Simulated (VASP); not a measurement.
# MoS2 in VASP: notebook

MoS2 is run at these levels: PBEsol; tasks: single point.

Program: VASP 6.6.1. These are calculated values, not measurements. Logs are shortened: lines on timing, memory, paths and dates and some standing lists are left out, and cuts for length are marked.

**1. The cell of the first run**

The cell holds a slab with vacuum, 6 atoms: a = 3.185 Å, b = 3.185 Å, c = 21.237 Å, α = 90.00°, β = 90.00°, γ = 120.00°.

**2. Single point, PBEsol**

INCAR reads:

```
ALGO = Normal ; EDIFF = 1E-6
ENCUT = 520 ; GGA = PS
ISIF = 2 ; ISMEAR = -1
LASPH = T ; LCHARG = T
LELF = T ; LREAL = F
LVHAR = T ; LWAVE = F
NBANDS = 35 ; NELM = 100
PREC = Accurate ; SIGMA = 0.05
```

KPOINTS reads:

```
k-points
0
Gamma
  8 8 1
```

POSCAR reads:

```
MoS2
1.0
    3.1845414560      0.0000000000      0.0000000000
   -1.5922707280      2.7578938003      0.0000000000
    0.0000000000      0.0000000000     21.2371240256
Mo S
2 4
Direct
    0.3333333333      0.6666666667      0.8511602300
    0.6666666667      0.3333333333      0.1488397700
    0.6666666667      0.3333333333      0.7796253900
    0.3333333333      0.6666666667      0.0772510000
    0.6666666667      0.3333333333      0.9227490000
    0.3333333333      0.6666666667      0.2203746100
```

Potentials or basis: VASP PAW PBE potentials, release 64 (Mo_sv, S).

Started as:

```
cat potpaw_PBE.64/Mo_sv/POTCAR potpaw_PBE.64/S/POTCAR > POTCAR
mpirun -np 1 vasp_std > vasp.out
```

OUTCAR:

```text
EDIFF = 1E-6
   ENCUT = 520
   GGA = PS
   ISIF = 2
   ISMEAR = -1
   LASPH = T
   LREAL = F
   NELM = 100
   PREC = Accurate

 ion  position               nearest neighbor table
   1  0.333  0.667  0.851-   3 2.39   3 2.39   3 2.39   5 2.39   5 2.39   5 2.39
   2  0.667  0.333  0.149-   6 2.39   6 2.39   6 2.39   4 2.39   4 2.39   4 2.39
   3  0.667  0.333  0.780-   1 2.39   1 2.39   1 2.39
   4  0.333  0.667  0.077-   2 2.39   2 2.39   2 2.39
   5  0.667  0.333  0.923-   1 2.39   1 2.39   1 2.39
   6  0.333  0.667  0.220-   2 2.39   2 2.39   2 2.39

  LATTYP: Found a hexagonal cell.
 ALAT       =     3.1845414560
 C/A-ratio  =     6.6688169456

  Lattice vectors:

 A1 = (   3.1845414560,   0.0000000000,   0.0000000000)
 A2 = (  -1.5922707280,   2.7578938003,   0.0000000000)
 A3 = (   0.0000000000,   0.0000000000,  21.2371240256)

Analysis of symmetry for initial positions (statically):
=====================================================================
 Subroutine PRICEL returns:
 Original cell was already a primitive cell.

 Routine SETGRP: Setting up the symmetry group for a
 hexagonal supercell.

 Subroutine GETGRP returns: Found 12 space group operations
 (whereof 12 operations were pure point group operations)
 out of a pool of 24 trial point group operations.

The static configuration has the point symmetry D_3d.

Analysis of symmetry for dynamics (positions and initial velocities):
=====================================================================
 Subroutine PRICEL returns:
 Original cell was already a primitive cell.

 Routine SETGRP: Setting up the symmetry group for a
 hexagonal supercell.

 Subroutine GETGRP returns: Found 12 space group operations
 (whereof 12 operations were pure point group operations)
 out of a pool of 24 trial point group operations.

The dynamic configuration has the point symmetry D_3d.

 Subroutine INISYM returns: Found 12 space group operations
 (whereof 12 operations are pure point group operations),
 and found     1 'primitive' translations

----------------------------------------------------------------------------------------

                                     Primitive cell

  volume of cell :     186.5177

  direct lattice vectors                    reciprocal lattice vectors
     3.184541456  0.000000000  0.000000000     0.314016952  0.181297771  0.000000000
    -1.592270728  2.757893800  0.000000000     0.000000000  0.362595543  0.000000000
     0.000000000  0.000000000 21.237124026     0.000000000  0.000000000  0.047087355

  length of vectors
     3.184541456  3.184541456 21.237124026     0.362595543  0.362595543  0.047087355

  position of ions in fractional coordinates (direct lattice)
     0.333333333  0.666666667  0.851160230
     0.666666667  0.333333333  0.148839770
     0.666666667  0.333333333  0.779625390
     0.333333333  0.666666667  0.077251000
     0.666666667  0.333333333  0.922749000
     0.333333333  0.666666667  0.220374610

  ion indices of the primitive-cell ions
   primitive index   ion index
                 1           1
                 2           2
                 3           3
                 4           4
                 5           5
                 6           6

----------------------------------------------------------------------------------------

 KPOINTS: k-points

Automatic generation of k-mesh.
 Grid dimensions read from file:
 generate k-points for:    8    8    1

 Generating k-lattice:

  Cartesian coordinates                     Fractional coordinates (reciprocal lattice)
     0.039252119  0.022662221  0.000000000     0.125000000  0.000000000  0.000000000
     0.000000000  0.045324443  0.000000000     0.000000000  0.125000000  0.000000000
     0.000000000  0.000000000  0.047087355     0.000000000  0.000000000  1.000000000

  Length of vectors
     0.045324443  0.045324443  0.047087355

  Shift w.r.t. Gamma in fractional coordinates (k-lattice)
     0.000000000  0.000000000  0.000000000

 Subroutine IBZKPT returns following result:
 ===========================================

 Found     10 irreducible k-points:

 Following reciprocal coordinates:
            Coordinates               Weight
  0.000000  0.000000  0.000000      1.000000
  0.125000  0.000000  0.000000      6.000000
  0.250000  0.000000  0.000000      6.000000
  0.375000  0.000000  0.000000      6.000000
  0.500000  0.000000  0.000000      3.000000
  0.125000  0.125000  0.000000      6.000000
  0.250000  0.125000  0.000000     12.000000
  0.375000  0.125000  0.000000     12.000000
  0.250000  0.250000  0.000000      6.000000
  0.375000  0.250000  0.000000      6.000000
   k-points           NKPTS =     10   k-points in BZ     NKDIM =     10   number of bands    NBANDS=     35
   number of dos      NEDOS =    301   number of ions     NIONS =      6
   total plane-waves  NPLWV =  92160
   dimension x,y,z NGX =    24 NGY =   24 NGZ =  160
   dimension x,y,z NGXF=    48 NGYF=   48 NGZF=  320
   ions per type =               2   4
   NGX,Y,Z   is equivalent  to a cutoff of  12.53, 12.53, 12.52 a.u.
   NGXF,Y,Z  is equivalent  to a cutoff of  25.06, 25.06, 25.05 a.u.
 SYSTEM =  unknown system
   PREC   = accura    normal or accurate (medium, high low for compatibility)
   ISTART =      0    job   : 0-new  1-cont  2-samecut
   ICHARG =      2    charge: 1-file 2-atom 10-const
   ISPIN  =      1    spin polarized calculation?
   LNONCOLLINEAR =      F non collinear calculations
   LSORBIT =      F    spin-orbit coupling
   LASPH  =      T    aspherical Exc in radial PAW
   ENCUT  =  520.0 eV  38.22 Ry    6.18 a.u.   5.92  5.92 39.49*2*pi/ulx,y,z
   NELM   =    100;   NELMIN=  2; NELMDL= -5     # of ELM steps
   EDIFF  = 0.1E-05   stopping-criterion for ELM
   LREAL  =      F    real-space projection
   EDIFFG = 0.1E-04   stopping-criterion for IOM
   NSW    =      0    number of steps for IOM
   IBRION =     -1    ionic relax: 0-MD 1-quasi-New 2-CG
   NFREE  =      0    steps in history (QN), initial steepest desc. (CG)
   ISIF   =      2    stress and relaxation
   ISYM   =      2    0-nonsym 1-usesym 2-fastsym
   POTIM  = 0.5000    time-step for ionic-motion
   TEBEG  =    0.0;   TEEND  =   0.0 temperature during run
   PSTRESS=    0.0 pullay stress
   NELECT =      52.0000    total number of electrons
   NUPDOWN=      -1.0000    fix difference up-down
   EMIN   =  10.00;   EMAX   =-10.00  energy-range for DOS
   EFERMI =   0.00;   METHOD = LEGACY
   ISMEAR =    -1;   SIGMA  =   0.05  broadening in eV -4-tet -1-fermi 0-gaus
   EFERMI_NEDOS =   21; number of points for ismear=-14 and -15
   IALGO  =     38    algorithm
   IMIX   =      4    mixing-type and parameters
     AMIX     =   0.40;   BMIX     =  1.00
     AMIX_MAG =   1.60;   BMIX_MAG =  1.00
  volume/ion in A,a.u.               =      31.09       209.78
  Fermi-wavevector in a.u.,A,eV,Ry     =   1.069472  2.021008 15.561927  1.143769
  Thomas-Fermi vector in A             =   2.205152
   LORBIT       =      0    0 simple, 1 ext, 2 COOP (PROOUT), +10 PAW based schemes
   GGA     = PS    functional components
   LHFCALC =     F    Hartree Fock is set to
   AEXX    =    0.0000 exact exchange contribution
   IVDW    =     0    specifies the selected vdW correction
   LEPSILON=     F    determine dielectric tensor
   LRPA    =     F    only Hartree local field effects (RPA)
 non-spin polarized calculation
  energy-cutoff  :      520.00
  volume of cell :      186.52
 maximum number of plane-waves:      5058
 NGX is ok and might be reduce to    24
   NGX = 11   NGY = 11   NGZ = 79

 number of electron      51.9999997 magnetization

 Free energy of the ion-electron system (eV)
  ---------------------------------------------------
  ext. energy  EPLUGINS =         0.00000000
  ---------------------------------------------------
  free energy    TOTEN  =       -46.82014690 eV

  energy without entropy =      -46.82014612  energy(sigma->0) =      -46.82014651

 E-fermi :   2.3958     XC(G=0):  -6.7591

 val. band max:        1.8516579247   @ k =   0.0000   0.0000   0.0000
 cond. band min:       3.0598264719   @ k =   0.3750   0.2500   0.0000
 fundamental gap:      1.2081685473
 Fermi energy:         2.3958075948

 k-point     1 :       0.0000    0.0000    0.0000
  band No.  band energies     occupation
      1     -59.4194      2.00000
      2     -59.4194      2.00000
      3     -33.6081      2.00000
      4     -33.6081      2.00000
      5     -33.4061      2.00000
      6     -33.4061      2.00000
[... 27 lines left out ...]
     34       4.5090      0.00000
     35       6.8092      0.00000

 k-point     2 :       0.1250    0.0000    0.0000
  band No.  band energies     occupation
      1     -59.4138      2.00000
      2     -59.4138      2.00000
      3     -33.5967      2.00000
      4     -33.5966      2.00000
      5     -33.4640      2.00000
      6     -33.4640      2.00000
[... 27 lines left out ...]
     34       4.5230      0.00000
     35       7.1555      0.00000

 k-point     3 :       0.2500    0.0000    0.0000
  band No.  band energies     occupation
      1     -59.4002      2.00000
      2     -59.4002      2.00000
      3     -33.6015      2.00000
      4     -33.6015      2.00000
      5     -33.5690      2.00000
      6     -33.5689      2.00000
[... 27 lines left out ...]
     34       5.2594      0.00000
     35       7.9919      0.00000
[... 191 lines left out ...]
 k-point     9 :       0.2500    0.2500    0.0000
  band No.  band energies     occupation
      1     -59.3810      2.00000
      2     -59.3810      2.00000
      3     -33.7206      2.00000
      4     -33.7206      2.00000
      5     -33.5678      2.00000
      6     -33.5678      2.00000
[... 27 lines left out ...]
     34       6.2318      0.00000
     35       8.9761      0.00000

 k-point    10 :       0.3750    0.2500    0.0000
  band No.  band energies     occupation
      1     -59.3770      2.00000
      2     -59.3770      2.00000
      3     -33.7256      2.00000
      4     -33.7256      2.00000
      5     -33.6116      2.00000
      6     -33.6116      2.00000
[... 27 lines left out ...]
     34       6.2802      0.00000
     35       8.1505      0.00000

------------------------ aborting loop because EDIFF is reached ----------------------------------------

  FORCE on cell =-STRESS in cart. coord.  units (eV):
  Direction    XX          YY          ZZ          XY          YZ          ZX
  --------------------------------------------------------------------------------------
  -------------------------------------------------------------------------------------
  Total       -1.5012617     -1.5012617      2.8182569      0.0000000      0.0000000      0.0000000
  in kB      -12.8957573    -12.8957573     24.2086747      0.0000000      0.0000000      0.0000000
  external PRESSURE =      -0.5276133 kB  Pullay stress =       0.0000000 kB

 VOLUME and BASIS-vectors are now :
 -----------------------------------------------------------------------------
  energy-cutoff  :      520.00
  volume of cell :      186.52
      direct lattice vectors                 reciprocal lattice vectors
     3.184541456  0.000000000  0.000000000     0.314016952  0.181297771  0.000000000
    -1.592270728  2.757893800  0.000000000     0.000000000  0.362595543  0.000000000
     0.000000000  0.000000000 21.237124026     0.000000000  0.000000000  0.047087355

 POSITION                                       TOTAL-FORCE (eV/Angst)
 -----------------------------------------------------------------------------------
     -0.00000      1.83860     18.07620         0.000000     -0.000000      0.003884
      1.59227      0.91930      3.16093        -0.000000      0.000000     -0.003884
      1.59227      0.91930     16.55700         0.000000     -0.000000     -0.480316
     -0.00000      1.83860      1.64059         0.000000     -0.000000     -0.489171
      1.59227      0.91930     19.59653         0.000000      0.000000      0.489171
     -0.00000      1.83860      4.68012        -0.000000      0.000000      0.480316
 -----------------------------------------------------------------------------------
    total drift:                                0.000000     -0.000000      0.000000

  FREE ENERGIE OF THE ION-ELECTRON SYSTEM (eV)
  ---------------------------------------------------
  free  energy   TOTEN  =       -46.8201468981 eV

  energy  without entropy=      -46.8201461175  energy(sigma->0) =      -46.82014651
```

It took 2.6 min on 1 thread of Intel Xeon 8259CL, shared host; peak memory 0.3 GiB.

Results:

- Free energy: -46.8201 eV
- Largest force: 0.489 eV/Å
- Band gap on the k mesh: 1.21 eV (least direct gap 1.93 eV)

Forces in eV/Å, atoms in the order of the input:
```
Mo   0.000  0.000  0.004
Mo   0.000  0.000 -0.004
S    0.000  0.000 -0.480
S    0.000  0.000 -0.489
S    0.000  0.000  0.489
S    0.000  0.000  0.480
```

Caveat: there is no dipole correction, which matters where the two faces differ; the PAW data sets were made with another functional, which shifts forces and pressure a little.

**3. Single point, PBEsol**

This run uses another cell than the first one.

INCAR reads:

```
  PREC = Accurate
  ENCUT = 520
  EDIFF = 1E-7
  ISMEAR = -1
  SIGMA = 0.05
  LREAL = F
  LASPH = T
  NELM = 80
  ALGO = Normal
  ISIF = 2
  LWAVE = F
  LCHARG = F
  GGA = PS
  NBANDS = 35
```

KPOINTS reads:

```
Automatic mesh
0
Gamma
  8 8 1
```

Changes to POSCAR since step 2:

```diff
@@ -4,3 +4,3 @@
    -1.5922707280      2.7578938003      0.0000000000
-    0.0000000000      0.0000000000     21.2371240256
+    0.0000000000      0.0000000000     21.4538293728
 Mo S
```

Potentials or basis: VASP PAW PBE potentials, release 64 (Mo_sv, S).

Started as:

```
cat potpaw_PBE.64/Mo_sv/POTCAR potpaw_PBE.64/S/POTCAR > POTCAR
mpirun -np 1 vasp_std > vasp.out
```

It took 2.9 min on 1 thread of Intel Xeon 8259CL, shared host; peak memory 0.31 GiB.

Results (log left out):

```
Free energy            : -46.8396 eV
Largest force          : 0.182 eV/Å
Band gap on the k mesh : 1.32 eV (least direct gap 1.94 eV)
```

Forces on the atoms (eV/Å):
```
Mo   0.000  0.000  0.005
Mo   0.000  0.000 -0.005
S    0.000  0.000 -0.169
S    0.000  0.000 -0.182
S    0.000  0.000  0.182
S    0.000  0.000  0.169
```

Levels at points of the mesh, in eV from the valence-band top:
| k point | band 22 | band 23 | band 24 | band 25 | band 26 | band 27 | band 28 | band 29 | band 30 | band 31 |
| --- | --- | --- | --- | --- | --- | --- | --- | --- | --- | --- |
| (0.00, 0.00, 0.00) | -2.06 | -2.06 | -1.73 | -0.52 | 0.00 | 2.32 | 2.32 | 2.33 | 2.33 | 2.63 |
| (0.50, 0.00, 0.00) | -2.22 | -1.52 | -1.47 | -1.12 | -1.08 | 1.76 | 1.78 | 2.27 | 2.36 | 3.31 |

Caveat: there is no dipole correction, which matters where the two faces differ; the PAW data sets were made with another functional, which shifts forces and pressure a little.

(Continued in part 2 of 2.)
